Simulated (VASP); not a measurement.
# Ru3C2 (P-6m2) in VASP: single point with PBE

Aim: the single point of Ru3C2 with PBE.

Everything below comes from runs of VASP 6.6.1. Logs are shortened: lines on timing, memory, paths and dates and some standing lists are left out, and cuts for length are marked.

**1. The cell of the first run**

The structure is hexagonal, space group P-6m2 (No. 187). Conventional cell: a = 3.876 Å, b = 3.876 Å, c = 4.759 Å, α = 90.00°, β = 90.00°, γ = 120.00°. Ru (site symmetry 3m) has 5 Ru at 2.34 to 2.54 Å and 6 C at 2.52 to 2.54 Å within 3.1 Å. Ru (site symmetry -6m2) has 5 C at 2.24 to 2.38 Å and 6 Ru at 2.54 Å within 3.0 Å. Within 3.1 Å of C (site symmetry -6m2) lie 8 Ru at 2.38 to 2.52 Å. Within 3.0 Å of C (site symmetry -6m2) lie 9 Ru at 2.24 to 2.54 Å.

**2. Single point, PBE**

File INCAR:

```
ALGO = Normal
EDIFF = 1E-7
ENCUT = 520
GGA = PE
ISIF = 2
ISMEAR = 0
LASPH = T
LCHARG = F
LREAL = F
LWAVE = F
NBANDS = 33
NELM = 100
PREC = Accurate
SIGMA = 0.1
```

File KPOINTS:

```
k-points
0
Gamma
  6 6 4
```

File POSCAR:

```
Ru3C2
1.0
    3.8756496400      0.0000000000      0.0000000000
   -1.9378248200      3.3564110400      0.0000000000
    0.0000000000      0.0000000000      4.7591573100
Ru C
3 2
Direct
    0.0000000000      0.0000000000      0.7454000100
    0.0000000000      0.0000000000      0.2545999900
    0.6666666700      0.3333333300      0.0000000000
    0.6666666700      0.3333333300      0.5000000000
    0.3333333300      0.6666666700      0.0000000000
```

Potentials or basis: VASP PAW PBE potentials, release 64 (Ru_pv, C).

Run with:

```bash
$ cat potpaw_PBE.64/Ru_pv/POTCAR potpaw_PBE.64/C/POTCAR > POTCAR
$ mpirun -np 1 vasp_std > vasp.out
```

OUTCAR:

```text
EDIFF = 1E-7
   ENCUT = 520
   GGA = PE
   ISIF = 2
   ISMEAR = 0
   LASPH = T
   LREAL = F
   NELM = 100
   PREC = Accurate

 ion  position               nearest neighbor table
   1  0.000  0.000  0.745-   2 2.34   2 2.42   4 2.52   4 2.52   4 2.52   5 2.54   3 2.54   3 2.54
                             5 2.54   3 2.54   5 2.54
   2  0.000  0.000  0.255-   1 2.34   1 2.42   4 2.52   4 2.52   4 2.52   3 2.54   5 2.54   3 2.54
                             5 2.54   3 2.54   5 2.54
   3  0.667  0.333  0.000-   5 2.24   5 2.24   5 2.24   4 2.38   4 2.38   1 2.54   2 2.54   1 2.54
                             2 2.54   1 2.54   2 2.54
   4  0.667  0.333  0.500-   3 2.38   3 2.38   1 2.52   2 2.52   1 2.52   2 2.52   1 2.52   2 2.52

   5  0.333  0.667  0.000-   3 2.24   3 2.24   3 2.24   1 2.54   2 2.54   2 2.54   1 2.54   2 2.54
                             1 2.54

  LATTYP: Found a hexagonal cell.
 ALAT       =     3.8756496400
 C/A-ratio  =     1.2279637615

  Lattice vectors:

 A1 = (   3.8756496400,   0.0000000000,   0.0000000000)
 A2 = (  -1.9378248200,   3.3564110400,   0.0000000000)
 A3 = (   0.0000000000,   0.0000000000,   4.7591573100)

Analysis of symmetry for initial positions (statically):
=====================================================================
 Subroutine PRICEL returns:
 Original cell was already a primitive cell.

 Routine SETGRP: Setting up the symmetry group for a
 hexagonal supercell.

 Subroutine GETGRP returns: Found 12 space group operations
 (whereof 12 operations were pure point group operations)
 out of a pool of 24 trial point group operations.

The static configuration has the point symmetry D_3h.

Analysis of symmetry for dynamics (positions and initial velocities):
=====================================================================
 Subroutine PRICEL returns:
 Original cell was already a primitive cell.

 Routine SETGRP: Setting up the symmetry group for a
 hexagonal supercell.

 Subroutine GETGRP returns: Found 12 space group operations
 (whereof 12 operations were pure point group operations)
 out of a pool of 24 trial point group operations.

The dynamic configuration has the point symmetry D_3h.

 Subroutine INISYM returns: Found 12 space group operations
 (whereof 12 operations are pure point group operations),
 and found     1 'primitive' translations

----------------------------------------------------------------------------------------

                                     Primitive cell

  volume of cell :      61.9084

  direct lattice vectors                    reciprocal lattice vectors
     3.875649640  0.000000000  0.000000000     0.258021259  0.148968644  0.000000000
    -1.937824820  3.356411040  0.000000000     0.000000000  0.297937287  0.000000000
     0.000000000  0.000000000  4.759157310     0.000000000  0.000000000  0.210121233

  length of vectors
     3.875649640  3.875649636  4.759157310     0.297937287  0.297937287  0.210121233

  position of ions in fractional coordinates (direct lattice)
     0.000000000  0.000000000  0.745400010
     0.000000000  0.000000000  0.254599990
     0.666666670  0.333333330  0.000000000
     0.666666670  0.333333330  0.500000000
     0.333333330  0.666666670  0.000000000

  ion indices of the primitive-cell ions
   primitive index   ion index
                 1           1
                 2           2
                 3           3
                 4           4
                 5           5

----------------------------------------------------------------------------------------

 KPOINTS: k-points

Automatic generation of k-mesh.
 Grid dimensions read from file:
 generate k-points for:    6    6    4

 Generating k-lattice:

  Cartesian coordinates                     Fractional coordinates (reciprocal lattice)
     0.043003543  0.024828107  0.000000000     0.166666667  0.000000000  0.000000000
     0.000000000  0.049656215  0.000000000     0.000000000  0.166666667  0.000000000
     0.000000000  0.000000000  0.052530308     0.000000000  0.000000000  0.250000000

  Length of vectors
     0.049656214  0.049656215  0.052530308

  Shift w.r.t. Gamma in fractional coordinates (k-lattice)
     0.000000000  0.000000000  0.000000000

 Subroutine IBZKPT returns following result:
 ===========================================

 Found     21 irreducible k-points:

 Following reciprocal coordinates:
            Coordinates               Weight
  0.000000  0.000000  0.000000      1.000000
  0.166667 -0.000000  0.000000      6.000000
  0.333333  0.000000  0.000000      6.000000
  0.500000 -0.000000  0.000000      3.000000
  0.166667  0.166667  0.000000      6.000000
  0.333333  0.166667  0.000000     12.000000
[... 13 lines left out ...]
  0.333333  0.166667  0.500000     12.000000
  0.333333  0.333333  0.500000      2.000000
   k-points           NKPTS =     21   k-points in BZ     NKDIM =     21   number of bands    NBANDS=     33
   number of dos      NEDOS =    301   number of ions     NIONS =      5
   total plane-waves  NPLWV =  32400
   dimension x,y,z NGX =    30 NGY =   30 NGZ =   36
   dimension x,y,z NGXF=    60 NGYF=   60 NGZF=   72
   ions per type =               3   2
   NGX,Y,Z   is equivalent  to a cutoff of  12.87, 12.87, 12.58 a.u.
   NGXF,Y,Z  is equivalent  to a cutoff of  25.74, 25.74, 25.15 a.u.
 SYSTEM =  unknown system
   PREC   = accura    normal or accurate (medium, high low for compatibility)
   ISTART =      0    job   : 0-new  1-cont  2-samecut
   ICHARG =      2    charge: 1-file 2-atom 10-const
   ISPIN  =      1    spin polarized calculation?
   LNONCOLLINEAR =      F non collinear calculations
   LSORBIT =      F    spin-orbit coupling
   LASPH  =      T    aspherical Exc in radial PAW
   ENCUT  =  520.0 eV  38.22 Ry    6.18 a.u.   7.21  7.21  8.85*2*pi/ulx,y,z
   NELM   =    100;   NELMIN=  2; NELMDL= -5     # of ELM steps
   EDIFF  = 0.1E-06   stopping-criterion for ELM
   LREAL  =      F    real-space projection
   EDIFFG = 0.1E-05   stopping-criterion for IOM
   NSW    =      0    number of steps for IOM
   IBRION =     -1    ionic relax: 0-MD 1-quasi-New 2-CG
   NFREE  =      0    steps in history (QN), initial steepest desc. (CG)
   ISIF   =      2    stress and relaxation
   ISYM   =      2    0-nonsym 1-usesym 2-fastsym
   POTIM  = 0.5000    time-step for ionic-motion
   TEBEG  =    0.0;   TEEND  =   0.0 temperature during run
   PSTRESS=    0.0 pullay stress
   NELECT =      50.0000    total number of electrons
   NUPDOWN=      -1.0000    fix difference up-down
   EMIN   =  10.00;   EMAX   =-10.00  energy-range for DOS
   EFERMI =   0.00;   METHOD = LEGACY
   ISMEAR =     0;   SIGMA  =   0.10  broadening in eV -4-tet -1-fermi 0-gaus
   EFERMI_NEDOS =   21; number of points for ismear=-14 and -15
   IALGO  =     38    algorithm
   IMIX   =      4    mixing-type and parameters
     AMIX     =   0.40;   BMIX     =  1.00
     AMIX_MAG =   1.60;   BMIX_MAG =  1.00
  volume/ion in A,a.u.               =      12.38        83.56
  Fermi-wavevector in a.u.,A,eV,Ry     =   1.524573  2.881025 31.624338  2.324323
  Thomas-Fermi vector in A             =   2.632862
   LORBIT       =      0    0 simple, 1 ext, 2 COOP (PROOUT), +10 PAW based schemes
   GGA     = PE    functional components
   LHFCALC =     F    Hartree Fock is set to
   AEXX    =    0.0000 exact exchange contribution
   IVDW    =     0    specifies the selected vdW correction
   LEPSILON=     F    determine dielectric tensor
   LRPA    =     F    only Hartree local field effects (RPA)
 non-spin polarized calculation
 Gauss-broadening in eV      SIGMA  =   0.10
  energy-cutoff  :      520.00
  volume of cell :       61.91
 maximum number of plane-waves:      1695
 NGX is ok and might be reduce to    30
   NGX = 15   NGY = 15   NGZ = 17

 number of electron      49.9999989 magnetization

 Free energy of the ion-electron system (eV)
  ---------------------------------------------------
  ext. energy  EPLUGINS =         0.00000000
  ---------------------------------------------------
  free energy    TOTEN  =       -38.38382959 eV

  energy without entropy =      -38.34636665  energy(sigma->0) =      -38.36509812

 E-fermi :   9.9637     XC(G=0): -12.7964

 val. band max:        9.9625009800   @ k =   0.3333   0.1667   0.2500
 cond. band min:       9.9764492260   @ k =   0.0000   0.0000   0.0000
 fundamental gap:      0.0139482460
 Fermi energy:         9.9637323586

 k-point     1 :       0.0000    0.0000    0.0000
  band No.  band energies     occupation
      1     -34.3507      2.00000
      2     -33.8983      2.00000
      3     -33.8983      2.00000
      4     -33.6426      2.00000
      5     -33.0420      2.00000
      6     -33.0420      2.00000
[... 25 lines left out ...]
     32      13.9163      0.00000
     33      13.9163      0.00000

 k-point     2 :       0.1667   -0.0000    0.0000
  band No.  band energies     occupation
      1     -34.3894      2.00000
      2     -33.9136      2.00000
      3     -33.8450      2.00000
      4     -33.6689      2.00000
      5     -33.0624      2.00000
      6     -33.0275      2.00000
[... 25 lines left out ...]
     32      13.1905      0.00000
     33      14.0723      0.00000

 k-point     3 :       0.3333    0.0000    0.0000
  band No.  band energies     occupation
      1     -34.4512      2.00000
      2     -33.9428      2.00000
      3     -33.7503      2.00000
      4     -33.7165      2.00000
      5     -33.1070      2.00000
      6     -33.0000      2.00000
[... 25 lines left out ...]
     32      12.9453      0.00000
     33      15.8404      0.00000

 k-point     4 :       0.5000   -0.0000    0.0000
  band No.  band energies     occupation
      1     -34.4773      2.00000
      2     -33.9568      2.00000
      3     -33.7383      2.00000
      4     -33.7050      2.00000
      5     -33.1320      2.00000
      6     -32.9868      2.00000
[... 565 lines left out ...]
     32      13.3887      0.00000
     33      16.3428      0.00000

 k-point    20 :       0.3333    0.1667    0.5000
  band No.  band energies     occupation
      1     -33.9788      2.00000
      2     -33.9478      2.00000
      3     -33.7699      2.00000
      4     -33.6506      2.00000
      5     -33.2772      2.00000
      6     -33.0939      2.00000
[... 25 lines left out ...]
     32      14.0330      0.00000
     33      16.3117      0.00000

 k-point    21 :       0.3333    0.3333    0.5000
  band No.  band energies     occupation
      1     -33.9743      2.00000
      2     -33.9717      2.00000
      3     -33.7677      2.00000
      4     -33.6653      2.00000
      5     -33.2375      2.00000
      6     -33.0974      2.00000
[... 25 lines left out ...]
     32      14.4837      0.00000
     33      17.1726      0.00000

------------------------ aborting loop because EDIFF is reached ----------------------------------------

  FORCE on cell =-STRESS in cart. coord.  units (eV):
  Direction    XX          YY          ZZ          XY          YZ          ZX
  --------------------------------------------------------------------------------------
  -------------------------------------------------------------------------------------
  Total       -5.3259745     -5.3259745      5.1923707      0.0000000      0.0000000     -0.0000000
  in kB     -137.8351399   -137.8351395    134.3775025      0.0000000      0.0000000     -0.0000000
  external PRESSURE =     -47.0975923 kB  Pullay stress =       0.0000000 kB

 VOLUME and BASIS-vectors are now :
 -----------------------------------------------------------------------------
  energy-cutoff  :      520.00
  volume of cell :       61.91
      direct lattice vectors                 reciprocal lattice vectors
     3.875649640  0.000000000  0.000000000     0.258021259  0.148968644  0.000000000
    -1.937824820  3.356411040  0.000000000     0.000000000  0.297937287  0.000000000
     0.000000000  0.000000000  4.759157310     0.000000000  0.000000000  0.210121233

 POSITION                                       TOTAL-FORCE (eV/Angst)
 -----------------------------------------------------------------------------------
      0.00000      0.00000      3.54748        -0.000000     -0.000000     -1.635264
      0.00000      0.00000      1.21168        -0.000000     -0.000000      1.635264
      1.93782      1.11880      0.00000        -0.000000      0.000000      0.000000
      1.93782      1.11880      2.37958         0.000000     -0.000000      0.000000
     -0.00000      2.23761      0.00000         0.000000      0.000000      0.000000
 -----------------------------------------------------------------------------------
    total drift:                               -0.000021      0.000012     -0.000000

  FREE ENERGIE OF THE ION-ELECTRON SYSTEM (eV)
  ---------------------------------------------------
  free  energy   TOTEN  =       -38.3838295920 eV

  energy  without entropy=      -38.3463666518  energy(sigma->0) =      -38.36509812
```

Wall time 52 s (1 thread of Intel Xeon 6975P-C, shared host); peak memory 0.19 GiB.

What came out:

| Property | Result |
| --- | --- |
| Free energy | -38.3838 eV |
| Pressure | -4.7 GPa |
| Largest force | 1.635 eV/Å |
| Band gap on the k mesh | zero (band 25 reaches 10.94 eV, above the bottom of band 26 at 9.44 eV) |

Forces on the atoms (eV/Å):
```
Ru   0.000  0.000 -1.635
Ru   0.000  0.000  1.635
Ru   0.000  0.000  0.000
C    0.000  0.000  0.000
C    0.000  0.000  0.000
```

Caveat: forces of over 1 eV/Å act on the atoms, so gaps and moduli don't describe the material at rest.
